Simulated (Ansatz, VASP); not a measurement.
TaRu in VASP and in Ansatz

```xyz
2
Lattice="1.6210 -2.3416 0.0000 1.6210 2.3416 0.0000 0.0000 0.0000 4.1624" Properties=species:S:1:pos:R:3 pbc="T T T"
Ta    1.6210    0.0000    2.0812
Ru    0.0000    0.0000    0.0000
```

Change from the starting cell: strain -0.0200 x Voigt [1, 0, 0, 0, 0, 0], atoms carried along.

Alike in both runs: task single point; functional LDA; k mesh 18 × 18 × 12; occupations gaussian, width 0.15 eV; no spin polarisation.

|  | VASP | Ansatz |
| --- | --- | --- |
| version | VASP 6.6.1 | Ansatz 0.2.0 |
| potentials or method | VASP PAW LDA potentials, release 64 (Ta_pv, Ru_pv), cutoff 520 eV | scalar-relativistic, plane waves, PAW |
| valence electrons in the cell | 25 | 29 |

Ansatz gave:

* gap on the k mesh at the Fermi level (eV): none
* pressure (GPa): -9.3
* traceless stress, the component that is largest in VASP (GPa): -2.35

**Question.** Which values does VASP return?

**Answer.** gap on the k mesh at the Fermi level (eV): none; pressure (GPa): -8.4; traceless stress, the component that is largest in VASP (GPa): -2.56.

LDA's correlation is that of Perdew and Zunger in VASP and of Perdew and Wang (1992) in Ansatz. A gap of «none» marks a metal or a gap that the smearing closes. VASP's potentials hold 25 valence electrons a cell and Ansatz's 29, so a difference there can come from the potentials and not from the codes.

Spin-orbit coupling is off throughout.
